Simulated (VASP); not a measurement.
Input of a VASP 6.6.1 run:

File INCAR:

```
PREC = Accurate
ENCUT = 520
EDIFF = 1E-6
ISMEAR = -1
SIGMA = 0.02
LREAL = Auto
LASPH = True
NELM = 120
ALGO = Normal
ISIF = 2
LWAVE = False
LCHARG = False
GGA = PE
IVDW = 12
NBANDS = 64
GGA_COMPAT = False
```

KPOINTS

```
Automatic mesh
0
Gamma
  1 1 1
```

Contents of POSCAR:

```
H6C2O
1.0
    7.9731770000      0.0000000000      0.0000000000
    0.0000000000      7.9731770000      0.0000000000
    0.0000000000      0.0000000000      7.9731770000
C O H
8 4 24
Direct
    0.9357750367      0.0742614895      0.6076373320
    0.7040606273      0.0630363530      0.6191133095
    0.3131374106      0.3957769908      0.3252781169
    0.5489530710      0.3379079632      0.3161600451
    0.1870396205      0.1239029310     -0.0064591567
    0.5209341270      0.2415975464     -0.2054638948
    0.2593696340      0.6313543522      0.6070980238
    0.2547917850      0.4097237525      0.5390699341
    0.8580017727     -0.0552101126      0.8714844785
    0.8748081223      0.3155580266      0.2883041478
   -0.0785508713      0.2388006688      0.0385793517
    0.0386420620      0.3599568905      0.4415805644
    1.3580032150      0.0635631192      0.9842876936
   -0.3928923188      0.9774021071      0.0187001994
    0.7534386857      0.2644491650      0.5761944078
    1.4490208859      0.2283531395      0.1518466227
    0.7567121613      0.0402474447     -0.1294465180
    1.2294973509      0.0036371951      0.5959732237
    0.8812672790     -0.3306962833     -0.3518296408
    1.1710513889      0.8489087850      0.9171751737
   -0.1912788340      1.5681202111     -0.2664684354
    0.4476634596      1.4663289176      0.9736771177
    1.5090095203      0.2357654922      0.0388803610
    0.2413843315      1.0824167079      0.1325694889
   -0.3189067545     -0.2052632219     -0.0830660099
    0.3773903426     -0.2219190669     -0.0392189964
   -0.1397310006      0.1501659878      0.3675699160
    0.0223875627      0.5333005902      0.1204413247
    0.4487797022      0.0690314538     -0.4702266110
    0.1015404524     -0.2080600995     -0.1966468322
    0.6237789529     -0.3423603916      1.5093983239
    0.6719780584      0.4688093592      1.1046537660
   -0.3161224190      0.0355692593      1.8501031646
    1.0450413932      0.7354408412      0.7634597852
    0.2289426160     -0.2455106666     -0.0592862795
   -0.0266393183      0.5479371648     -0.1529126972
```

Potentials or basis: VASP PAW PBE potentials, release 64 (C, O, H).

The run is started by

```bash
$ cat potpaw_PBE.64/C/POTCAR potpaw_PBE.64/O/POTCAR potpaw_PBE.64/H/POTCAR > POTCAR
$ mpirun -np 1 vasp_gam > vasp.out
```

What does it give for the largest force?

14.853 eV/Å.

What does it give for the dispersion energy per atom?

-0.057 eV.

Estimate the pressure.

-11.7 GPa.

What does it give for the band gap on the k mesh?

0.15 eV.

Forces in eV/Å, atoms in the order of the input:
```
C    -5.877   0.078  -0.086
C     4.338   3.848  -0.639
C     1.988  -0.389   5.307
C    -2.541   1.621  -2.094
C     1.840  -2.346   1.522
C     0.157  -1.390   1.131
C     0.494  -5.143  -1.702
C    -0.154   4.370  -4.336
O    -0.023  -0.945  -0.441
O     0.649  -4.159   0.625
O     0.742   0.723   1.219
O     0.490   0.081   0.800
H    -0.990   1.420  -1.254
H    -0.384  -1.184  -1.000
H    -0.388  -2.433   0.491
H     1.414   0.548  -0.512
H    13.772   1.050   4.315
H     1.929   0.463  -0.464
H    -2.032  -2.375   1.522
H     0.328   0.533   0.610
H     2.239   2.090  -1.556
H     0.948  -0.428  -0.191
H    -0.854   0.067   0.603
H    -1.686   0.682  -0.810
H     0.234   2.103   0.770
H    -0.948  -0.297  -0.107
H     0.329   3.399  -1.276
H    -0.170  -0.325  -1.342
H    -0.883  -0.375   0.771
H     0.997   1.602   0.516
H    -0.110  -0.433   0.351
H    -1.311  -0.921   0.904
H   -14.359  -0.402  -3.776
H    -1.623  -1.763  -1.445
H     1.960   0.586   0.760
H    -0.514   0.043   0.811
```

Caveat: the k points lie up to 0.79 Å⁻¹ apart.
